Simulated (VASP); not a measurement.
**Si3Ge2: single point with PBE**

Si3Ge2:

```
Si Ge
1.0
     1.84820    1.06706    7.55574
    -1.84820    1.06706    7.55574
     0.00000   -2.13412    7.55574
Si Ge
3 2
Direct
  0.50000 0.50000 0.50000
  0.30741 0.30741 0.30741
  0.69259 0.69259 0.69259
  0.10122 0.10122 0.10122
  0.89878 0.89878 0.89878
```

```
Program             : VASP 6.6.1
Task                : single point
Functional          : PBE
Potentials or basis : VASP PAW PBE potentials, release 64 (Si, Ge_d)
Cutoff              : 520 eV
k mesh              : 12 × 12 × 12
Occupations         : gaussian, width 0.1 eV
Spin                : no spin polarisation
```

```
Pressure               : -0.1 GPa
Largest force          : 0.005 eV/Å
Band gap on the k mesh : zero (bands 20 and 21 overlap by 3.03 eV)
```

Forces on the atoms (eV/Å):
```
Si   0.000  0.000  0.000
Si   0.000  0.000  0.005
Si   0.000  0.000 -0.005
Ge   0.000  0.000  0.001
Ge   0.000  0.000 -0.001
```

Levels at points of the mesh, in eV from the Fermi level:
| k point | band 18 | band 19 | band 20 | band 21 | band 22 | band 23 |
| --- | --- | --- | --- | --- | --- | --- |
| (0.00, 0.00, 0.00) | 0.41 | 0.41 | 1.59 | 1.59 | 2.27 | 2.27 |
| (0.50, 0.00, 0.00) | -1.94 | -1.26 | -0.97 | -0.59 | -0.24 | 2.24 |
| (0.50, 0.50, 0.00) | -2.72 | -2.58 | -0.69 | 0.24 | 0.66 | 1.20 |
| (0.50, 0.50, 0.50) | 0.60 | 0.60 | 0.82 | 0.82 | 1.56 | 3.06 |

Run time: 10 min on 1 thread of Intel(R) Xeon(R) 6975P-C (Granite Rapids), on a shared host, peak memory 0.73 GiB.
